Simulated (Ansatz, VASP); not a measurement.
One calculation of Y, two programs

```xyz
2
Lattice="3.9436 0.0000 0.0000 -1.9718 3.4153 0.0000 0.0000 0.0000 5.5175" Properties=species:S:1:pos:R:3 pbc="T T T"
Y     0.0000    2.2768    1.3794
Y     1.9718    1.1384    4.1381
```

Change from the starting cell: strain +0.080 along x and y, -0.040 along z, atoms carried along.

Alike in both runs: task single point; functional PBEsol; k mesh 15 × 15 × 8; occupations gaussian, width 0.15 eV; no spin polarisation.

|  | VASP | Ansatz |
| --- | --- | --- |
| version | VASP 6.6.1 | Ansatz 0.2.0 |
| potentials or method | VASP PAW PBE potentials, release 64 (Y_sv), cutoff 520 eV | scalar-relativistic, plane waves, PAW |
| valence electrons in the cell | 22 | 22 |

```csv
,VASP,Ansatz,Ansatz less VASP
gap on the k mesh at the Fermi level (eV),none,none,-
pressure (GPa),-5.5,-5.4,+0.05
"traceless stress, the component that is largest in VASP (GPa)",3.22,3.22,+0.007
```

VASP's potentials were made for PBE, not for PBEsol. A gap of «none» marks a metal or a gap that the smearing closes. The functional is the same, so the differences come from potentials, cutoffs and numerics.
